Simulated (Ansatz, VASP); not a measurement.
## One calculation of Ag, two programs

```
Ag
1.0
     2.92418    0.00000    0.00000
    -1.46209    2.53241    0.00000
     0.00000    0.00000   10.13159
Ag
4
Direct
  0.33333 0.66667 0.25000
  0.66667 0.33333 0.75000
  0.00000 0.00000 0.00000
  0.00000 0.00000 0.50000
```

Change from the starting cell: volume scaled by 1.04, PAW files.

Alike in both runs: task electric field gradients; functional PBE; k mesh 14 × 14 × 4; occupations fermi-dirac, width 0.08 eV; no spin polarisation.

```csv
,VASP,Ansatz
version,VASP 6.6.1,Ansatz 0.2.0
potentials or method,"VASP PAW PBE potentials, release 64 (Ag)","PAW with Ansatz's default frozen-core files, scalar-relativistic"
plane-wave cutoff (eV),520,420
valence electrons in the cell,44,76
```

VASP gave:

* pressure (GPa): -3.5
* traceless stress, the component that is largest in VASP (GPa): -2.65
* size of Vzz on the site where it differs most (V/Å²): 8.4

Task: Estimate Ansatz's values.

Result: Pressure (GPa): -3.4; traceless stress, the component that is largest in VASP (GPa): -2.67; size of Vzz on the site where it differs most (V/Å²): 3.7.

With one functional, cell and mesh, what is left measures potentials, basis and numerics. VASP's potentials hold 44 valence electrons a cell and Ansatz's 76, so a difference there can come from the potentials and not from the codes.
